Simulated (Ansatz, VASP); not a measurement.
ZnCu in VASP and in Ansatz

```
Zn Cu
1.0
     2.96498    0.00000    0.00000
     0.00000    2.96498    0.00000
     0.00000    0.00000    2.96498
Zn Cu
1 1
Direct
  0.50000 0.50000 0.50000
  0.00000 0.00000 0.00000
```

Alike in both runs: functional PBE; k mesh 12 × 12 × 12; occupations gaussian, width 0.1 eV; no spin polarisation.

Ansatz relaxed the structure, and its values are those at the end. VASP's run is a single point on that final structure, the one shown.

|  | VASP | Ansatz |
| --- | --- | --- |
| version | VASP 6.6.1 | Ansatz 0.2.0 |
| potentials or method | VASP PAW PBE potentials, release 64 (Zn, Cu), cutoff 520 eV | scalar-relativistic, plane waves, PAW |
| valence electrons in the cell | 23 | 31 |

VASP gave:

| Item | Value |
| --- | --- |
| gap on the k mesh at the Fermi level (eV) | none |
| pressure (GPa) | 0.5 |

Task: Which values does Ansatz return?

Result: gap on the k mesh at the Fermi level (eV): none; pressure (GPa): 0.0.

A gap of «none» marks a metal or a gap that the smearing closes. With one functional, cell and mesh, what is left measures potentials, basis and numerics. VASP's potentials hold 23 valence electrons a cell and Ansatz's 31, so a difference there can come from the potentials and not from the codes.
